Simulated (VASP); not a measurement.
Set up this calculation in VASP 6.6.1, as the native input.

```yaml
Task: single point
Functional: PBE
Potentials_or_basis: VASP PAW PBE potentials, release 64 (Si)
Cutoff: 520 eV
k_mesh: 8 × 8 × 8
Occupations: gaussian, width 0.01 eV
Spin: no spin polarisation
Dipole_correction: no
Further_INCAR_settings: ALGO = Normal; EDIFF = 1e-07; NBANDS = 11
```

The structure of Si lies in POSCAR:

```
Si
1.0
    0.0000000000      2.7221197381      2.7221197381
    2.7221197381      0.0000000000      2.7221197381
    2.7221197381      2.7221197381      0.0000000000
Si
2
Direct
    0.2500000000      0.2500000000      0.2500000000
    0.0000000000      0.0000000000      0.0000000000
```

These files were run (other wordings do the same):

INCAR

```
SYSTEM = Si
PREC = Accurate
ENCUT = 520
EDIFF = 1E-7
ISMEAR = 0
SIGMA = 0.01
LREAL = .False.
LASPH = .True.
NELM = 60
ALGO = Normal
ISIF = 2
LWAVE = .False.
LCHARG = .False.
GGA = PE
NBANDS = 11
```

KPOINTS

```
regular mesh
0
Gamma
  8 8 8
  0 0 0
```

Potentials or basis: VASP PAW PBE potentials, release 64 (Si).

The run is started by

```console
$ cat potpaw_PBE.64/Si/POTCAR > POTCAR
$ mpirun -np 1 vasp_std > vasp.out
```

It gave:

The pressure is 1.2 GPa. The band gap on the k mesh is 0.63 eV, indirect (least direct gap 2.56 eV).

It used 18 s of CPU time on 1 thread of AMD EPYC 7R13 Processor (Zen 3), with other jobs on the host.
